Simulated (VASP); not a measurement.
Input of a VASP 6.6.1 run:

The input INCAR:

```
SYSTEM = MgO
ALGO = Normal
EDIFF = 1E-6
ENCUT = 600
GGA = PS
GGA_COMPAT = .FALSE.
ISIF = 2
ISMEAR = 0
LASPH = .TRUE.
LCHARG = .FALSE.
LREAL = .FALSE.
LWAVE = .FALSE.
NBANDS = 11
NELM = 120
PREC = Accurate
SIGMA = 0.01
```

The input KPOINTS:

```
k-points
0
G
  10 10 10
  0 0 0
```

POSCAR

```
MgO
1.0
    0.0000000000      2.1258429397      2.1258429397
    2.1258429397      0.0000000000      2.1258429397
    2.1258429397      2.1258429397      0.0000000000
Mg O
1 1
Direct
    0.0000000000      0.0000000000      0.0000000000
    0.5000000000      0.5000000000      0.5000000000
```

Potentials or basis: VASP PAW PBE potentials, release 64 (Mg, O).

Launch:

```sh
$ cat potpaw_PBE.64/Mg/POTCAR potpaw_PBE.64/O/POTCAR > POTCAR
$ mpirun -np 1 vasp_std > vasp.out
```

Q: Estimate the band gap on the k mesh.

A: 4.37 eV.

Q: Estimate the pressure.

A: -4.7 GPa.

Caveat: the cell stands under tension; the PAW data sets were made with another functional, which shifts forces and pressure a little.
